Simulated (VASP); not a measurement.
Runs of VASP 6.6.1 on Cu3N. The structure is that of space group Pm-3m (No. 221), or close to it. The cells are those of the table. 

| task | level | potentials or basis | cell | cutoff (eV) | gap on the mesh (eV) | pressure (GPa) | relaxed volume (Å³/atom) |
| --- | --- | --- | --- | --- | --- | --- | --- |
| relaxation of cell and atoms | PBE+D4 | VASP PAW PBE potentials, release 64 (Cu, N) | relaxed from a = 3.807 Å, 4 atoms | 600 | (a) | 0.0 | 13.63 |
| relaxation of cell and atoms | r2SCAN | VASP PAW PBE potentials, release 64 (Cu, N) | relaxed from a = 3.807 Å, 4 atoms | 660 | 0.27 | 0.0 | 13.67 |
| relaxation of cell and atoms | LDA | VASP PAW LDA potentials, release 64 (Cu, N) | relaxed from a = 3.807 Å, 4 atoms | 600 | none | 0.0 | 12.96 |
| relaxation of cell and atoms | PBE | VASP PAW PBE potentials, release 64 (Cu, N) | relaxed from a = 3.807 Å, 4 atoms | 600 | 0.26 | 0.0 | 14.10 |
| single point | PBE | VASP PAW PBE potentials, release 64 (Cu, N) | a = 3.829 Å, 4 atoms | 600 | (c) | 0.8 | - |
| single point | PBE+D4 | VASP PAW PBE potentials, release 64 (Cu, N) | a = 3.786 Å, 4 atoms | 600 | (b) | 0.8 | - |
| single point | r2SCAN | VASP PAW PBE potentials, release 64 (Cu, N) | a = 3.789 Å, 4 atoms | 660 | 0.25 | 0.8 | - |
| single point | LDA | VASP PAW LDA potentials, release 64 (Cu, N) | a = 3.721 Å, 4 atoms | 600 | none | 1.0 | - |

Alike in all rows: no spin polarisation; k mesh 6 × 6 × 6; smearing fermi-dirac 0.05 eV.

Estimate the missing entries.

(a) 0.15; (b) 0.13; (c) 0.24.

Caveats: semilocal functionals underestimate gaps, and a narrow one can read as zero; the PAW data sets were made with another functional, which shifts forces and pressure a little (at least some runs).

A k mesh can miss the band edges.

A gap of «none» marks levels without a gap at the run's occupations.
